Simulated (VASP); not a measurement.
# LaSiO (P4/nmm) in VASP: further runs, part 2 of 2

VASP 6.6.1. Earlier steps stand in the parts before.

### 4 Relaxation of cell and atoms, PBE

The input, INCAR:

```
  ALGO = Normal
  EDIFF = 1E-6
  EDIFFG = -0.04
  ENCUT = 600
  GGA = PE
  IBRION = 2
  ISIF = 3
  ISMEAR = 0
  LASPH = T
  LCHARG = F
  LREAL = F
  LWAVE = F
  NELM = 80
  NSW = 90
  PREC = Accurate
  SIGMA = 0.1
```

The input, KPOINTS:

```
k-points
0
Gamma
  4 4 4
```

The input, POSCAR:

```
LaSiO
1.0
    3.8113420800      0.0000000000      0.0000000000
    0.0000000000      3.8113420800      0.0000000000
    0.0000000000      0.0000000000      6.3905744300
La Si O
2 2 2
Direct
    0.0000000000      0.5000000000      0.8259321500
    0.5000000000      0.0000000000      0.1740678500
    0.5000000000      0.0000000000      0.6278773500
    0.0000000000      0.5000000000      0.3721226500
    0.0000000000      0.0000000000      0.0000000000
    0.5000000000      0.5000000000      0.0000000000
```

The run is started by

```sh
> cat potpaw_PBE.64/La/POTCAR potpaw_PBE.64/Si/POTCAR potpaw_PBE.64/O/POTCAR > POTCAR
> mpirun -np 1 vasp_std > vasp.out
```

It took 7.7 min on 1 thread of Intel Xeon 6975P-C (Granite Rapids), shared host; peak memory 0.25 GiB.

The run converged. Its results:

```yaml
Free_energy: -41.8271 eV
Relaxed_volume: 20.72 Å³/atom
Relaxed_cell: a = 3.898 Å, b = 3.898 Å, c = 8.181 Å, α = 90.00°, β = 90.00°, γ = 90.00°
Space_group_after_relaxing_to_0.1_Å: P4/nmm (No. 129)
Energy_gained_by_relaxing: 859.5 meV/atom
Ionic_steps: 16
Pressure_after_relaxing: 0.0 GPa
Largest_force_after_relaxing: 0.008 eV/Å
Band_gap_on_the_k_mesh: zero (bands 21 and 22 overlap by 1.93 eV)
```

Forces on the atoms (eV/Å):
```
La   0.000  0.000  0.005
La   0.000  0.000 -0.005
Si   0.000  0.000 -0.008
Si   0.000  0.000  0.008
O    0.000  0.000  0.000
O    0.000  0.000  0.000
```

Stress tensor (GPa, compression positive):
```
 0.16  0.00  0.00
 0.00  0.16  0.00
 0.00  0.00 -0.27
```

Step by step:
```
step  energy change (eV)  largest force (eV/Å)  pressure (GPa)  volume (Å³)
   1              0.0000                2.6896           39.95        92.83
   2             -1.0184                3.9618          -13.62       154.91
   3             -2.9735                2.8286           -0.59       121.24
   4             -2.9765                2.7704            0.01       120.44
   5             -3.8232                1.5657           -1.61       125.68
   6             -4.2927                1.4351           -2.21       131.56
   7             -4.3157                1.3661           -2.13       133.28
   8             -4.6840                1.5875            0.69       129.08
   9             -4.8265                2.3280            3.80       125.09
  10             -5.0412                1.3685            1.14       126.36
  11             -5.1279                0.3250           -1.45       127.63
  12             -5.1286                0.2300           -1.66       127.74
  13             -5.1470                0.1345           -0.98       126.26
  14             -5.1563                0.0166           -0.09       124.46
  15             -5.1564                0.0113           -0.02       124.30
  16             -5.1570                0.0084            0.01       124.34
```

Final structure:
```
La Si O
1.0
     3.89842    0.00000    0.00000
     0.00000    3.89842    0.00000
     0.00000    0.00000    8.18135
La Si O
2 2 2
Direct
  0.00000 0.50000 0.84267
  0.50000 0.00000 0.15733
  0.50000 0.00000 0.54751
  0.00000 0.50000 0.45249
  0.00000 0.00000 0.00000
  0.50000 0.50000 0.00000
```

Levels at points of the mesh, in eV from the Fermi level:
```csv
k point,band 17,band 18,band 19,band 20,band 21,band 22,band 23,band 24,band 25
"(0.00, 0.00, 0.00)",-2.85,-2.85,-0.75,-0.57,-0.57,-0.12,1.86,2.70,3.03
"(0.50, 0.00, 0.00)",-3.11,-3.11,-1.10,-1.10,1.28,1.28,1.94,1.94,2.65
"(0.50, 0.50, 0.00)",-2.93,-2.93,-2.92,-2.92,-0.42,-0.42,1.51,1.51,2.89
"(0.00, 0.00, 0.50)",-2.87,-2.87,-0.75,-0.57,-0.57,0.65,2.25,2.32,2.47
"(0.50, 0.00, 0.50)",-3.17,-3.17,-1.15,-1.15,1.36,1.36,1.85,1.85,2.79
"(0.50, 0.50, 0.50)",-2.92,-2.92,-2.75,-2.75,-0.09,-0.09,1.39,1.39,2.90
```

Caveat: the k points lie up to 0.40 Å⁻¹ apart in the final cell, too coarse for converged energies and pressures of a metal; the volume moved by over 15 % at a fixed basis, so the end points are rough; spin-orbit coupling is left out, which moves the levels of the heavy elements.

### 5 Single point, PBE

This run uses another cell than the first one, of 20.77 Å³/atom.

The input, INCAR:

```
ALGO = Normal
EDIFF = 1E-7
ENCUT = 520
GGA = PE
ISIF = 2
ISMEAR = 0
LASPH = T
LCHARG = F
LREAL = F
LWAVE = F
NBANDS = 30
NELM = 100
PREC = Accurate
SIGMA = 0.1
```

The input, KPOINTS:

```
k-points
0
Gamma
  10 10 6
```

The input, POSCAR:

```
LaSiO
1.0
    3.8868536065      0.0000000000      0.0000000000
    0.0000000000      3.8868536065      0.0000000000
    0.0000000000      0.0000000000      8.2497029437
La Si O
2 2 2
Direct
    0.0000000000      0.5000000000      0.8425139353
    0.5000000000      0.0000000000      0.1574860647
    0.5000000000      0.0000000000      0.5513251547
    0.0000000000      0.5000000000      0.4486748453
    0.0000000000      0.0000000000      0.0000000000
    0.5000000000      0.5000000000      0.0000000000
```

The run is started by

```sh
> cat potpaw_PBE.64/La/POTCAR potpaw_PBE.64/Si/POTCAR potpaw_PBE.64/O/POTCAR > POTCAR
> mpirun -np 1 vasp_std > vasp.out
```

It took 4 min on 1 thread of Intel Xeon 6975P-C (Granite Rapids), shared host; peak memory 0.45 GiB.

Results (log left out):

- Free energy: -41.9260 eV
- Pressure: -0.2 GPa
- Largest force: 0.014 eV/Å
- Band gap on the k mesh: zero (bands 21 and 22 overlap by 2.00 eV)

Forces in eV/Å, atoms in the order of the input:
```
La   0.000  0.000  0.014
La   0.000  0.000 -0.014
Si   0.000  0.000 -0.002
Si   0.000  0.000  0.002
O    0.000  0.000  0.000
O    0.000  0.000  0.000
```

Levels at points of the mesh, in eV from the Fermi level:
```tsv
k point	band 17	band 18	band 19	band 20	band 21	band 22	band 23	band 24	band 25	band 26
(0.00, 0.00, 0.00)	-2.82	-2.82	-0.68	-0.58	-0.58	-0.26	1.80	2.62	2.90	3.00
(0.50, 0.00, 0.00)	-3.10	-3.10	-1.23	-1.23	1.26	1.26	1.89	1.89	2.62	2.62
(0.50, 0.50, 0.00)	-2.96	-2.96	-2.87	-2.87	-0.50	-0.50	1.38	1.38	2.85	2.85
(0.00, 0.00, 0.50)	-2.85	-2.85	-0.67	-0.58	-0.58	0.51	2.17	2.25	2.35	3.01
(0.50, 0.00, 0.50)	-3.17	-3.17	-1.27	-1.27	1.34	1.34	1.81	1.81	2.74	2.74
(0.50, 0.50, 0.50)	-2.87	-2.87	-2.78	-2.78	-0.17	-0.17	1.27	1.27	2.86	2.86
```

Caveat: spin-orbit coupling is left out, which moves the levels of the heavy elements.

### 6 The runs side by side

| task | cell | k mesh | cutoff (eV) | gap on the mesh (eV) | pressure (GPa) | largest force (eV/Å) |
| --- | --- | --- | --- | --- | --- | --- |
| single point | a = 3.811, b = 3.811, c = 6.391 Å, 6 atoms, atomic positions A | 4 × 4 × 4 | 520 | none | 40.0 | 2.69 |
| single point | a = 3.903, b = 3.903, c = 8.229 Å, 6 atoms, atomic positions B | 4 × 4 × 4 | 520 | none | -0.1 | 0.03 |
| relaxation of cell and atoms | relaxed from a = 3.811, b = 3.811, c = 6.391 Å, 6 atoms, atomic positions A | 4 × 4 × 4 | 600 | none | 0.0 | 0.01 |
| single point | a = 3.887, b = 3.887, c = 8.250 Å, 6 atoms, atomic positions C | 10 × 10 × 6 | 520 | none | -0.2 | 0.01 |

Alike in all rows: level PBE; potentials or basis VASP PAW PBE potentials, release 64 (La, Si, O); no spin polarisation; smearing gaussian 0.1 eV.

Caveats: some runs use coarse meshes; spin-orbit coupling is left out, which moves the levels of the heavy elements; forces of over 1 eV/Å act on the atoms, so gaps and moduli don't describe the material at rest (at least some runs); the volume moved by over 15 % at a fixed basis, so the end points are rough (at least some runs).

Absolute energies hang on the potentials; compare differences alone.
